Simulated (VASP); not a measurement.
TiB2:

```
CELL_PARAMETERS angstrom
0.00000 2.38000 2.38000
2.38000 0.00000 2.38000
2.38000 2.38000 0.00000
ATOMIC_POSITIONS crystal
Ti 0.00000 0.00000 0.00000
B 0.25000 0.25000 0.25000
B 0.75000 0.75000 0.75000
```

| Item | Value |
| --- | --- |
| Program | VASP 6.6.1 |
| Task | relaxation of cell and atoms |
| Functional | PBE |
| Potentials or basis | VASP PAW PBE potentials, release 64 (Ti_sv, B) |
| Cutoff | 500 eV |
| k mesh | 8 × 8 × 8 |
| Occupations | methfessel-paxton, width 0.05 eV |
| Spin | no spin polarisation |

At the start: pressure 44.4 GPa; volume 8.99 Å³/atom.

How do energy, volume and symmetry change on relaxing?

Over 3 steps the energy falls by 237.6 meV/atom and the volume is 11.01 Å³/atom (+22.5 %); space group Fm-3m (No. 225, to 0.1 Å) before and after.

Step by step:
```tsv
step	energy change (eV)	largest force (eV/Å)	pressure (GPa)	volume (Å³)
1	0.0000	0.0000	44.43	26.96
2	-0.4381	0.0000	-16.15	37.90
3	-0.7128	0.0000	-0.11	33.03
```

Final structure:
```
Ti B
1.0
     0.00000    2.54671    2.54671
     2.54671    0.00000    2.54671
     2.54671    2.54671    0.00000
Ti B
1 2
Cartesian
  0.0000 0.0000 0.0000
  1.2734 1.2734 1.2734
  3.8201 3.8201 3.8201
```

Caveat: the volume moved by over 15 % at a fixed basis, so the end points are rough.
